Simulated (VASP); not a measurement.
Input of a VASP 6.6.1 run:

Contents of INCAR:

```
  PREC = Accurate
  ENCUT = 520
  EDIFF = 1E-6
  ISMEAR = 0
  SIGMA = 0.15
  LREAL = False
  LASPH = True
  NELM = 80
  ALGO = Fast
  ISIF = 2
  LWAVE = False
  LCHARG = False
  GGA = PS
  IVDW = 12
  NBANDS = 14
```

File KPOINTS:

```
Automatic mesh
0
Gamma
  18 18 6
```

File POSCAR:

```
Al
1.0
    2.7634505038      0.0000000000      0.0000000000
   -1.3817252519      2.3932183384      0.0000000000
    0.0000000000      0.0000000000      9.2531376670
Al
4
Direct
    0.0000000000      0.0000000000      0.0000000000
    0.3333333333      0.6666666667      0.2500000000
    0.0000000000      0.0000000000      0.5000000000
    0.6666666667      0.3333333333      0.7500000000
```

Potentials or basis: VASP PAW PBE potentials, release 64 (Al).

Command:

```console
$ cat potpaw_PBE.64/Al/POTCAR > POTCAR
$ mpirun -np 1 vasp_std > vasp.out
```

What does it give for the pressure?

2.1 GPa.

Predict the dispersion energy per atom.

-0.343 eV.

Predict the band gap on the k mesh.

zero (bands 6 and 7 overlap by 5.27 eV).

Stress tensor (GPa, compression positive):
```
3.00 0.00 0.00
0.00 3.00 0.00
0.00 0.00 0.20
```

Caveat: the PAW data sets were made with another functional, which shifts forces and pressure a little.
